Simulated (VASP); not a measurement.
**Sc4Ta: single point with PBE**

Sc4Ta:

```xyz
5
Lattice="4.5740 0.0000 0.0000 0.0000 4.5740 0.0000 0.0000 0.0000 4.5740" Properties=species:S:1:pos:R:3 pbc="T T T"
Sc    0.0000    2.2870    2.2870
Sc    2.2870    0.0000    2.2870
Sc    2.2870    2.2870    0.0000
Sc    2.2870    2.2870    2.2870
Ta    0.0000    0.0000    0.0000
```

```
Program             : VASP 6.6.1
Task                : single point
Functional          : PBE
Potentials or basis : VASP PAW PBE potentials, release 64 (Sc_sv, Ta_pv)
Cutoff              : 520 eV
k mesh              : 4 × 4 × 4
Occupations         : gaussian, width 0.1 eV
Spin                : no spin polarisation
```

| Quantity | Value |
| --- | --- |
| Pressure | 13.9 GPa |

Levels at points of the mesh, in eV from the Fermi level:
```tsv
k point	band 25	band 26	band 27	band 28	band 29	band 30
(0.00, 0.00, 0.00)	-2.07	-0.75	-0.75	-0.24	0.44	0.44
(0.50, 0.00, 0.00)	-1.27	-0.76	-0.42	-0.41	-0.41	-0.09
(0.50, 0.50, 0.00)	-1.67	-0.43	-0.05	0.46	0.49	0.99
(0.50, 0.50, 0.50)	-0.65	-0.65	0.83	0.83	1.55	1.55
```

Wall time 57 s on 1 thread of Oxide Virtual Turin-like Processor, with other jobs on the host, peak memory 0.17 GiB.

Caveat: spin-orbit coupling is left out, which moves the levels of the heavy elements.
